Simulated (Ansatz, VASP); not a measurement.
Two plane-wave programs on Al

File INCAR:

```
SYSTEM = Al
PREC = Accurate
ENCUT = 500
EDIFF = 1E-6
ISMEAR = 0
SIGMA = 0.1
LREAL = .False.
LASPH = .True.
NELM = 120
ALGO = Normal
ISIF = 2
LWAVE = .False.
LCHARG = .False.
GGA = CA
NBANDS = 8
GGA_COMPAT = .False.
```

Contents of KPOINTS:

```
regular mesh
0
Gamma
  8 8 8
  0 0 0
```

File POSCAR:

```
Al
1.0
    0.0000000000      2.0100000000      2.0100000000
    2.0100000000      0.0000000000      2.0100000000
    2.0100000000      2.0100000000      0.0000000000
Al
1
Direct
    0.0000000000      0.0000000000      0.0000000000
```

Input for Ansatz:

```yaml
crystal:
  lattice:
    - [0.0, 2.01, 2.01]
    - [2.01, 0.0, 2.01]
    - [2.01, 2.01, 0.0]
  atoms:
    - { symbol: Al, position: [0.0, 0.0, 0.0] }
basis:
  ecutwfc: 420
kpoints:
  mp_grid: { grid: [8, 8, 8] }
hamiltonian:
  xc: lda
  pseudopotentials: { kind: paw, azcp: { folder: soft_1 } }
scf:
  occupations: { method: gaussian, width: 0.1 }
output:
  forces: true
  stress: true
  eigenvalues: true
```

Alike in both runs: task single point; functional LDA; k mesh 8 × 8 × 8; occupations gaussian, width 0.1 eV; no spin polarisation.

|  | VASP | Ansatz |
| --- | --- | --- |
| version | VASP 6.6.1 | Ansatz 0.2.0 |
| potentials or method | VASP PAW LDA potentials, release 64 (Al), cutoff 500 eV | scalar-relativistic, plane waves, PAW |
| valence electrons in the cell | 3 | 3 |

```csv
,VASP,Ansatz,Ansatz less VASP
gap on the k mesh at the Fermi level (eV),none,none,-
pressure (GPa),-2.0,-2.1,-0.08
```

Ansatz warns that its potentials were made for another functional, while VASP's fit it. LDA's correlation is that of Perdew and Zunger in VASP and of Perdew and Wang (1992) in Ansatz. A gap of «none» marks a metal or a gap that the smearing closes.
